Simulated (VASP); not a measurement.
# In2CuO4 (P4/mmm) in VASP: notebook

The runs below take In2CuO4 through single point, with PBE.

Everything below comes from runs of VASP 6.6.1. Logs are shortened: lines on timing, memory, paths and dates and some standing lists are left out, and cuts for length are marked.

### Step 1. The cell of the first run

The structure is tetragonal, space group P4/mmm (No. 123). Conventional cell: a = 5.124 Å, b = 5.124 Å, c = 6.053 Å, α = 90.00°, β = 90.00°, γ = 90.00°. In (site symmetry mmm) has 2 O at 2.38 Å and 2 Cu at 2.56 Å within 3.1 Å. Cu (site symmetry 4/mmm) has 4 In at 2.56 Å and 8 O at 3.50 Å within 3.5 Å. Within 1.7 Å of O (site symmetry 2mm) lie 1 O at 1.29 Å.

The cell was built from a structure type or drawn by symmetry, and may not be a known phase.

### Step 2. Single point, PBE

INCAR reads:

```
PREC     = Accurate       # precision mode
ENCUT    = 520            # plane-wave cutoff, eV
EDIFF    = 1E-7           # SCF threshold, eV
ISMEAR   = 0              # smearing method
SIGMA    = 0.1            # smearing width, eV
LREAL    = F              # projectors in reciprocal space
LASPH    = T              # aspherical terms in the spheres
NELM     = 60             # most SCF steps
ALGO     = Normal         # electronic algorithm
ISIF     = 2              # what is computed and relaxed
LWAVE    = F              # write WAVECAR
LCHARG   = F              # write CHGCAR
GGA      = PE             # functional
NBANDS   = 40             # bands
```

KPOINTS reads:

```
Automatic mesh
0
Gamma
  8 8 6
```

POSCAR reads:

```
In2CuO4
1.0
    5.1235624784      0.0000000000      0.0000000000
    0.0000000000      5.1235624784      0.0000000000
    0.0000000000      0.0000000000      6.0534013050
In Cu O
2 1 4
Direct
    0.0000000000      0.5000000000      0.0000000000
    0.5000000000      0.0000000000      0.0000000000
    0.0000000000      0.0000000000      0.0000000000
    0.0000000000      0.5000000000      0.6063736066
    0.5000000000      0.0000000000      0.6063736066
    0.0000000000      0.5000000000      0.3936263934
    0.5000000000      0.0000000000      0.3936263934
```

Potentials or basis: VASP PAW PBE potentials, release 64 (In_d, Cu, O).

Command:

```bash
$ cat potpaw_PBE.64/In_d/POTCAR potpaw_PBE.64/Cu/POTCAR potpaw_PBE.64/O/POTCAR > POTCAR
$ mpirun -np 1 vasp_std > vasp.out
```

OUTCAR:

```text
PREC = Accurate
   ENCUT = 520
   EDIFF = 1E-7
   ISMEAR = 0
   LREAL = F
   LASPH = T
   NELM = 60
   ISIF = 2
   GGA = PE

 ion  position               nearest neighbor table
   1  0.000  0.500  0.000-   4 2.38   6 2.38   3 2.56   3 2.56   2 3.62   2 3.62   2 3.62   2 3.62

   2  0.500  0.000  0.000-   5 2.38   7 2.38   3 2.56   3 2.56   1 3.62   1 3.62   1 3.62   1 3.62

   3  0.000  0.000  0.000-   1 2.56   2 2.56   1 2.56   2 2.56
   4  0.000  0.500  0.606-   6 1.29   1 2.38
   5  0.500  0.000  0.606-   7 1.29   2 2.38
   6  0.000  0.500  0.394-   4 1.29   1 2.38
   7  0.500  0.000  0.394-   5 1.29   2 2.38

  LATTYP: Found a simple tetragonal cell.
 ALAT       =     5.1235624784
 C/A-ratio  =     1.1814828707

  Lattice vectors:

 A1 = (   5.1235624784,   0.0000000000,   0.0000000000)
 A2 = (   0.0000000000,   5.1235624784,   0.0000000000)
 A3 = (   0.0000000000,   0.0000000000,   6.0534013050)

Analysis of symmetry for initial positions (statically):
=====================================================================
 Subroutine PRICEL returns:
 Original cell was already a primitive cell.

 Routine SETGRP: Setting up the symmetry group for a
 simple tetragonal supercell.

 Subroutine GETGRP returns: Found 16 space group operations
 (whereof 16 operations were pure point group operations)
 out of a pool of 16 trial point group operations.

The static configuration has the point symmetry D_4h.

Analysis of symmetry for dynamics (positions and initial velocities):
=====================================================================
 Subroutine PRICEL returns:
 Original cell was already a primitive cell.

 Routine SETGRP: Setting up the symmetry group for a
 simple tetragonal supercell.

 Subroutine GETGRP returns: Found 16 space group operations
 (whereof 16 operations were pure point group operations)
 out of a pool of 16 trial point group operations.

The dynamic configuration has the point symmetry D_4h.

 Subroutine INISYM returns: Found 16 space group operations
 (whereof 16 operations are pure point group operations),
 and found     1 'primitive' translations

----------------------------------------------------------------------------------------

                                     Primitive cell

  volume of cell :     158.9072

  direct lattice vectors                    reciprocal lattice vectors
     5.123562478  0.000000000  0.000000000     0.195176697  0.000000000  0.000000000
     0.000000000  5.123562478  0.000000000     0.000000000  0.195176697  0.000000000
     0.000000000  0.000000000  6.053401305     0.000000000  0.000000000  0.165196383

  length of vectors
     5.123562478  5.123562478  6.053401305     0.195176697  0.195176697  0.165196383

  position of ions in fractional coordinates (direct lattice)
     0.000000000  0.500000000  0.000000000
     0.500000000  0.000000000  0.000000000
     0.000000000  0.000000000  0.000000000
     0.000000000  0.500000000  0.606373607
     0.500000000  0.000000000  0.606373607
     0.000000000  0.500000000  0.393626393
     0.500000000  0.000000000  0.393626393

  ion indices of the primitive-cell ions
   primitive index   ion index
                 1           1
                 2           2
                 3           3
                 4           4
                 5           5
                 6           6
                 7           7

----------------------------------------------------------------------------------------

 KPOINTS: Automatic mesh

Automatic generation of k-mesh.
 Grid dimensions read from file:
 generate k-points for:    8    8    6

 Generating k-lattice:

  Cartesian coordinates                     Fractional coordinates (reciprocal lattice)
     0.024397087  0.000000000  0.000000000     0.125000000  0.000000000  0.000000000
     0.000000000  0.024397087  0.000000000     0.000000000  0.125000000  0.000000000
     0.000000000  0.000000000  0.027532730     0.000000000  0.000000000  0.166666667

  Length of vectors
     0.024397087  0.024397087  0.027532730

  Shift w.r.t. Gamma in fractional coordinates (k-lattice)
     0.000000000  0.000000000  0.000000000

 Subroutine IBZKPT returns following result:
 ===========================================

 Found     60 irreducible k-points:

 Following reciprocal coordinates:
            Coordinates               Weight
  0.000000  0.000000  0.000000      1.000000
  0.125000  0.000000  0.000000      4.000000
  0.250000  0.000000  0.000000      4.000000
  0.375000  0.000000  0.000000      4.000000
  0.500000  0.000000  0.000000      2.000000
  0.125000  0.125000  0.000000      4.000000
[... 16 lines left out ...]
  0.375000  0.125000  0.166667     16.000000
  0.500000  0.125000  0.166667      8.000000
 [... further k-points ...]
   k-points           NKPTS =     60   k-points in BZ     NKDIM =     60   number of bands    NBANDS=     40
   number of dos      NEDOS =    301   number of ions     NIONS =      7
   total plane-waves  NPLWV =  76800
   dimension x,y,z NGX =    40 NGY =   40 NGZ =   48
   dimension x,y,z NGXF=    80 NGYF=   80 NGZF=   96
   ions per type =               2   1   4
   NGX,Y,Z   is equivalent  to a cutoff of  12.98, 12.98, 13.18 a.u.
   NGXF,Y,Z  is equivalent  to a cutoff of  25.96, 25.96, 26.36 a.u.
 SYSTEM =  unknown system
   PREC   = accura    normal or accurate (medium, high low for compatibility)
   ISTART =      0    job   : 0-new  1-cont  2-samecut
   ICHARG =      2    charge: 1-file 2-atom 10-const
   ISPIN  =      1    spin polarized calculation?
   LNONCOLLINEAR =      F non collinear calculations
   LSORBIT =      F    spin-orbit coupling
   LASPH  =      T    aspherical Exc in radial PAW
   ENCUT  =  520.0 eV  38.22 Ry    6.18 a.u.   9.53  9.53 11.26*2*pi/ulx,y,z
   NELM   =     60;   NELMIN=  2; NELMDL= -5     # of ELM steps
   EDIFF  = 0.1E-06   stopping-criterion for ELM
   LREAL  =      F    real-space projection
   EDIFFG = 0.1E-05   stopping-criterion for IOM
   NSW    =      0    number of steps for IOM
   IBRION =     -1    ionic relax: 0-MD 1-quasi-New 2-CG
   NFREE  =      0    steps in history (QN), initial steepest desc. (CG)
   ISIF   =      2    stress and relaxation
   ISYM   =      2    0-nonsym 1-usesym 2-fastsym
   POTIM  = 0.5000    time-step for ionic-motion
   TEBEG  =    0.0;   TEEND  =   0.0 temperature during run
   PSTRESS=    0.0 pullay stress
   NELECT =      61.0000    total number of electrons
   NUPDOWN=      -1.0000    fix difference up-down
   EMIN   =  10.00;   EMAX   =-10.00  energy-range for DOS
   EFERMI =   0.00;   METHOD = LEGACY
   ISMEAR =     0;   SIGMA  =   0.10  broadening in eV -4-tet -1-fermi 0-gaus
   EFERMI_NEDOS =   21; number of points for ismear=-14 and -15
   IALGO  =     38    algorithm
   IMIX   =      4    mixing-type and parameters
     AMIX     =   0.40;   BMIX     =  1.00
     AMIX_MAG =   1.60;   BMIX_MAG =  1.00
  volume/ion in A,a.u.               =      22.70       153.19
  Fermi-wavevector in a.u.,A,eV,Ry     =   1.189790  2.248377 19.260406  1.415600
  Thomas-Fermi vector in A             =   2.325889
   LORBIT       =      0    0 simple, 1 ext, 2 COOP (PROOUT), +10 PAW based schemes
   GGA     = PE    functional components
   LHFCALC =     F    Hartree Fock is set to
   AEXX    =    0.0000 exact exchange contribution
   IVDW    =     0    specifies the selected vdW correction
   LEPSILON=     F    determine dielectric tensor
   LRPA    =     F    only Hartree local field effects (RPA)
 non-spin polarized calculation
 Gauss-broadening in eV      SIGMA  =   0.10
  energy-cutoff  :      520.00
  volume of cell :      158.91
 maximum number of plane-waves:      4326
 NGX is ok and might be reduce to    40
   NGX = 19   NGY = 19   NGZ = 23

 number of electron      60.9999992 magnetization

 Free energy of the ion-electron system (eV)
  ---------------------------------------------------
  ext. energy  EPLUGINS =         0.00000000
  ---------------------------------------------------
  free energy    TOTEN  =       -27.05848053 eV

  energy without entropy =      -26.98565442  energy(sigma->0) =      -27.02206747

 E-fermi :   1.4225     XC(G=0):  -7.9971

 val. band max:        1.4211147123   @ k =   0.5000   0.3750   0.3333
 cond. band min:       1.4234614130   @ k =   0.1250   0.1250   0.3333
 fundamental gap:      0.0023467007
 Fermi energy:         1.4224949821

 k-point     1 :       0.0000    0.0000    0.0000
  band No.  band energies     occupation
      1     -22.9251      2.00000
      2     -22.8769      2.00000
      3     -13.0551      2.00000
      4     -12.9592      2.00000
      5     -12.9501      2.00000
      6     -12.9140      2.00000
[... 32 lines left out ...]
     39       7.1201      0.00000
     40       8.4663      0.00000

 k-point     2 :       0.1250    0.0000    0.0000
  band No.  band energies     occupation
      1     -22.9232      2.00000
      2     -22.8789      2.00000
      3     -13.0512      2.00000
      4     -12.9547      2.00000
      5     -12.9528      2.00000
      6     -12.9086      2.00000
[... 32 lines left out ...]
     39       7.4401      0.00000
     40       8.3509      0.00000

 k-point     3 :       0.2500    0.0000    0.0000
  band No.  band energies     occupation
      1     -22.9180      2.00000
      2     -22.8840      2.00000
      3     -13.0402      2.00000
      4     -12.9665      2.00000
      5     -12.9370      2.00000
      6     -12.8937      2.00000
[... 853 lines left out ...]
  band No.  band energies     occupation
      1     -22.9075      2.00000
      2     -22.8905      2.00000
      3     -13.3800      2.00000
      4     -13.3518      2.00000
      5     -12.8678      2.00000
      6     -12.8197      2.00000
[... 32 lines left out ...]
     39       8.0198      0.00000
     40       8.6317      0.00000

 k-point    24 :       0.5000    0.1250    0.1667
  band No.  band energies     occupation
      1     -22.8990      2.00000
      2     -22.8989      2.00000
      3     -13.3665      2.00000
      4     -13.3648      2.00000
      5     -12.8540      2.00000
      6     -12.8262      2.00000
[... 32 lines left out ...]
     39       8.7899      0.00000
     40       9.5699      0.00000

 [... further k-points ...]

------------------------ aborting loop because EDIFF is reached ----------------------------------------

  FORCE on cell =-STRESS in cart. coord.  units (eV):
  Direction    XX          YY          ZZ          XY          YZ          ZX
  --------------------------------------------------------------------------------------
  -------------------------------------------------------------------------------------
  Total       -0.0513294     -0.0513294      1.2319670      0.0000000     -0.0000000      0.0000000
  in kB       -0.5175269     -0.5175269     12.4212738      0.0000000     -0.0000000      0.0000000
  external PRESSURE =       3.7954066 kB  Pullay stress =       0.0000000 kB

 VOLUME and BASIS-vectors are now :
 -----------------------------------------------------------------------------
  energy-cutoff  :      520.00
  volume of cell :      158.91
      direct lattice vectors                 reciprocal lattice vectors
     5.123562478  0.000000000  0.000000000     0.195176697  0.000000000  0.000000000
     0.000000000  5.123562478  0.000000000     0.000000000  0.195176697  0.000000000
     0.000000000  0.000000000  6.053401305     0.000000000  0.000000000  0.165196383

 POSITION                                       TOTAL-FORCE (eV/Angst)
 -----------------------------------------------------------------------------------
      0.00000      2.56178      0.00000        -0.000000     -0.000000      0.000000
      2.56178      0.00000      0.00000        -0.000000     -0.000000      0.000000
      0.00000      0.00000      0.00000        -0.000000     -0.000000      0.000000
      0.00000      2.56178      3.67062         0.000000      0.000000      0.592528
      2.56178      0.00000      3.67062         0.000000     -0.000000      0.592528
      0.00000      2.56178      2.38278        -0.000000      0.000000     -0.592528
      2.56178      0.00000      2.38278        -0.000000     -0.000000     -0.592528
 -----------------------------------------------------------------------------------
    total drift:                               -0.000000      0.000000     -0.000000

  FREE ENERGIE OF THE ION-ELECTRON SYSTEM (eV)
  ---------------------------------------------------
  free  energy   TOTEN  =       -27.0584805336 eV

  energy  without entropy=      -26.9856544154  energy(sigma->0) =      -27.02206747
```

It took 3.3 min on 1 thread of Intel Xeon 6975P-C (Granite Rapids), shared host; peak memory 0.49 GiB.

What came out:

| Item | Value |
| --- | --- |
| Free energy | -27.0585 eV |
| Pressure | 0.4 GPa |
| Largest force | 0.593 eV/Å |
| Band gap on the k mesh | zero (an odd number of electrons rules out a gap without spin polarisation) |

Forces on the atoms (eV/Å):
```
In   0.000  0.000  0.000
In   0.000  0.000  0.000
Cu   0.000  0.000  0.000
O    0.000  0.000  0.593
O    0.000  0.000  0.593
O    0.000  0.000 -0.593
O    0.000  0.000 -0.593
```

Stress tensor (GPa, compression positive):
```
-0.05  0.00  0.00
 0.00 -0.05  0.00
 0.00  0.00  1.24
```

Levels at points of the mesh, in eV from the Fermi level:
```csv
k point,band 27,band 28,band 29,band 30,band 31,band 32,band 33,band 34,band 35,band 36
"(0.00, 0.00, 0.00)",-0.27,-0.27,-0.09,-0.09,0.09,0.09,0.52,1.62,2.95,4.71
"(0.50, 0.00, 0.00)",-2.08,-0.29,-0.14,-0.11,-0.08,0.86,2.12,2.82,2.93,3.11
"(0.50, 0.50, 0.00)",-2.47,-1.95,-0.57,-0.40,0.03,0.10,0.16,3.81,3.81,5.11
"(0.00, 0.00, 0.50)",-1.23,-1.23,-0.24,-0.05,-0.05,0.93,0.93,2.39,2.97,5.42
"(0.50, 0.00, 0.50)",-2.16,-0.69,-0.31,-0.25,-0.18,1.48,1.94,3.24,3.28,3.31
"(0.50, 0.50, 0.50)",-2.44,-2.17,-1.12,0.03,0.06,0.13,0.99,4.27,5.72,5.72
```

Caveat: spin-orbit coupling is left out, which moves the levels of the heavy elements; an odd number of electrons without spin polarisation forces a metal; a magnetic or distorted state may lie lower; semilocal functionals often make such compounds metallic where correlation or magnetic order opens a gap, which also shifts bond lengths. With open d or f shells a metallic result of PBE can be an artefact of self-interaction; +U or a hybrid may open a gap.

### Step 3. Single point, PBE, collinear spin

This run uses another cell than the first one, of 15.66 Å³/atom.

INCAR reads:

```
ALGO = Normal ; EDIFF = 1E-7
ENCUT = 520 ; GGA = PE
ISIF = 2 ; ISMEAR = 0
ISPIN = 2 ; LASPH = T
LCHARG = F ; LMAXMIX = 4
LORBIT = 11 ; LREAL = F
LWAVE = F ; MAGMOM = 0 0 1 0 0 0 0
NBANDS = 44 ; NELM = 150
PREC = Accurate ; SIGMA = 0.1
```

KPOINTS reads:

```
k-points
0
Gamma
  4 4 4
```

POSCAR reads:

```
In2CuO4
1.0
    4.3059946100      0.0000000000      0.0000000000
    0.0000000000      4.3059946100      0.0000000000
    0.0000000000      0.0000000000      5.9135045600
In Cu O
2 1 4
Direct
    0.0000000000      0.5000000000      0.0000000000
    0.5000000000      0.0000000000      0.0000000000
    0.0000000000      0.0000000000      0.0000000000
    0.0000000000      0.5000000000      0.6477905000
    0.5000000000      0.0000000000      0.6477905000
    0.0000000000      0.5000000000      0.3522095000
    0.5000000000      0.0000000000      0.3522095000
```

Potentials or basis: VASP PAW PBE potentials, release 64 (In_d, Cu, O).

Command:

```bash
$ cat potpaw_PBE.64/In_d/POTCAR potpaw_PBE.64/Cu/POTCAR potpaw_PBE.64/O/POTCAR > POTCAR
$ mpirun -np 1 vasp_std > vasp.out
```

Wall time 2 min (1 thread of Intel Xeon 6975P-C (Granite Rapids), shared host); peak memory 0.32 GiB.

The run converged. Its results:

```yaml
Free_energy: -20.2417 eV
Pressure: 21.1 GPa
Largest_force: 3.808 eV/Å
Net_moment: -0.11 μB per cell
Site_moments: In +0.01; Cu +0.02; O -0.03 μB
Valence_electrons_inside_the_program's_atomic_spheres: In 11.79; Cu 10.51; O 4.72
```

Forces in eV/Å, atoms in the order of the input:
```
In   0.000  0.000  0.000
In   0.000  0.000  0.000
Cu   0.000  0.000  0.000
O    0.000  0.000 -3.808
O    0.000  0.000 -3.808
O    0.000  0.000  3.808
O    0.000  0.000  3.808
```

Stress tensor (GPa, compression positive):
```
 38.38   0.00   0.00
  0.00  38.38   0.00
  0.00   0.00 -13.43
```

Levels at points of the mesh, in eV from the Fermi level:
Spin up:
```csv
k point,band 28,band 29,band 30,band 31,band 32,band 33
"(0.00, 0.00, 0.00)",-0.82,-0.53,0.19,0.19,0.31,0.31
"(0.50, 0.00, 0.00)",-0.98,-0.53,-0.34,-0.15,0.34,0.59
"(0.50, 0.50, 0.00)",-0.98,-0.31,-0.31,0.02,0.08,0.49
"(0.00, 0.00, 0.50)",-1.39,-0.06,-0.06,0.37,1.09,1.09
"(0.50, 0.00, 0.50)",-1.30,-0.55,-0.51,-0.43,2.15,2.38
"(0.50, 0.50, 0.50)",-1.49,-1.05,-0.11,-0.09,0.32,0.94
```
Spin down:
```
           k point  band 27  band 28  band 29  band 30  band 31  band 32  band 33  band 34
(0.00, 0.00, 0.00)    -0.88    -0.88    -0.55     0.10     0.10     0.34     0.34     0.73
(0.50, 0.00, 0.00)    -1.27    -0.76    -0.74    -0.58    -0.26     0.37     0.54     2.04
(0.50, 0.50, 0.00)    -1.33    -1.31    -0.32    -0.32     0.03     0.03     0.33     0.54
(0.00, 0.00, 0.50)    -1.47    -1.47    -0.22    -0.22     0.36     1.13     1.13     2.74
(0.50, 0.00, 0.50)    -1.95    -1.08    -0.91    -0.81    -0.31     2.15     2.46     2.47
(0.50, 0.50, 0.50)    -2.26    -1.49    -1.21    -0.14     0.13     0.19     0.75     3.49
```

Caveat: the k points lie up to 0.36 Å⁻¹ apart; spin-orbit coupling is left out, which moves the levels of the heavy elements; semilocal functionals often make such compounds metallic where correlation or magnetic order opens a gap, which also shifts bond lengths; forces of over 1 eV/Å act on the atoms, so gaps and moduli don't describe the material at rest. With open d or f shells a metallic result of PBE can be an artefact of self-interaction; +U or a hybrid may open a gap.
